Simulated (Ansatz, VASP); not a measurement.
One calculation of HfO2, two programs

```
CELL_PARAMETERS angstrom
0.00000 2.42963 2.49356
2.42963 0.00000 2.49356
2.42963 2.42963 0.00000
ATOMIC_POSITIONS crystal
Hf 0.00000 0.00000 0.00000
O 0.25000 0.25000 0.25000
O 0.75000 0.75000 0.75000
```

Change from the starting cell: strain -0.050 along x and y, -0.025 along z, atoms carried along.

Alike in both runs: task single point; functional r2SCAN; k mesh 8 × 8 × 8; occupations gaussian, width 0.05 eV; no spin polarisation.

|  | VASP | Ansatz |
| --- | --- | --- |
| version | VASP 6.6.1 | Ansatz 0.2.0 |
| potentials or method | VASP PAW PBE potentials, release 64 (Hf_pv, O), cutoff 520 eV | scalar-relativistic, plane waves, PAW |
| valence electrons in the cell | 22 | 38 |

|  | VASP | Ansatz | Ansatz less VASP |
| --- | --- | --- | --- |
| gap on the k mesh at the Fermi level (eV) | 4.35 | 4.32 | -0.032 |
| least direct gap on the mesh (eV) | 4.44 | 4.40 | -0.041 |
| pressure (GPa) | 26.3 | 31.2 | +4.85 |
| traceless stress, the component that is largest in VASP (GPa) | -9.79 | -9.60 | +0.196 |

VASP's potentials were made for PBE, not for r2SCAN. VASP's potentials hold 22 valence electrons a cell and Ansatz's 38, so a difference there can come from the potentials and not from the codes.

Spin-orbit coupling is off throughout.
